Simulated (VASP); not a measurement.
Input of a VASP 6.6.1 run:

INCAR

```
  PREC = Accurate
  ENCUT = 500
  EDIFF = 1E-6
  ISMEAR = -1
  SIGMA = 0.05
  LREAL = False
  LASPH = True
  NELM = 120
  ALGO = Normal
  ISIF = 2
  LWAVE = False
  LCHARG = False
  GGA = PS
  NBANDS = 10
  GGA_COMPAT = False
```

KPOINTS

```
Automatic mesh
0
Gamma
  9 9 9
```

File POSCAR:

```
I
1.0
   -1.8961577612      1.8961577612      1.8961577612
    1.8961577612     -1.8961577612      1.8961577612
    1.8961577612      1.8961577612     -1.8961577612
I
1
Direct
    0.0000000000      0.0000000000      0.0000000000
```

Potentials or basis: VASP PAW PBE potentials, release 64 (I).

Run with:

```bash
$ cat potpaw_PBE.64/I/POTCAR > POTCAR
$ mpirun -np 1 vasp_std > vasp.out
```

Task: Estimate the band gap on the k mesh.

Result: Zero (an odd number of electrons rules out a gap without spin polarisation).

Task: Predict the pressure.

Result: 10.0 GPa.

Caveat: the cell stands under pressure; the PAW data sets were made with another functional, which shifts forces and pressure a little; spin-orbit coupling is left out, which moves the levels of the heavy elements; an odd number of electrons without spin polarisation forces a metal; a magnetic or distorted state may lie lower.
